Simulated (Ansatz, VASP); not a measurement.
## ZnSe in VASP and in Ansatz

Contents of INCAR:

```
PREC = Accurate
ENCUT = 450
EDIFF = 1E-7
ISMEAR = 0
SIGMA = 0.02
LREAL = False
LASPH = True
NELM = 120
ALGO = Normal
ISIF = 2
LWAVE = False
LCHARG = False
GGA = PE
IBRION = 2
NSW = 60
EDIFFG = -0.002
GGA_COMPAT = False
NELMIN = 4
```

KPOINTS

```
Automatic mesh
0
Gamma
  8 8 8
```

Contents of POSCAR:

```
ZnSe
1.0
    0.0000000000      2.9667923232      2.7818342855
    2.9667923232      0.0000000000      2.7818342855
    2.9667923232      2.9667923232      0.0000000000
Zn Se
1 1
Direct
    0.0000000000      0.0000000000      0.0000000000
    0.2500000000      0.2500000000      0.2500000000
```

Input for Ansatz:

```yaml
crystal:
  lattice:
    - [0.0, 2.9667923232, 2.7818342855]
    - [2.9667923232, 0.0, 2.7818342855]
    - [2.9667923232, 2.9667923232, 0.0]
  atoms:
    - { symbol: Zn, position: [0.0, 0.0, 0.0] }
    - { symbol: Se, position: [0.25, 0.25, 0.25] }
basis:
  ecutwfc: 420
kpoints:
  mp_grid: { grid: [8, 8, 8] }
hamiltonian:
  xc: pbe
  pseudopotentials: { kind: paw, azcp: { folder: soft_1 } }
scf:
  occupations: { method: gaussian, width: 0.02 }
output:
  forces: true
  stress: true
  eigenvalues: true
relax:
  adjacent_minimum: "off"
  f_tol: 0.002
  max_steps: 40
```

Change from the starting cell: strained cell.

Alike in both runs: task relaxation of the atoms; functional PBE; k mesh 8 × 8 × 8; occupations gaussian, width 0.02 eV; no spin polarisation.

```csv
,VASP,Ansatz
version,VASP 6.6.1,Ansatz 0.2.0
potentials or method,"VASP PAW PBE potentials, release 64 (Zn, Se), cutoff 450 eV","scalar-relativistic, plane waves, PAW"
valence electrons in the cell,18,28
```

|  | VASP | Ansatz | Ansatz less VASP |
| --- | --- | --- | --- |
| gap on the k mesh at the Fermi level, each at its own relaxed structure (eV) | 0.86 | 0.86 | -0.003 |

VASP's potentials hold 18 valence electrons a cell and Ansatz's 28, so a difference there can come from the potentials and not from the codes. Ansatz's warnings: stress scf threshold loose.

Noted on VASP's run: the relaxation stopped at its first step, so nothing moved.
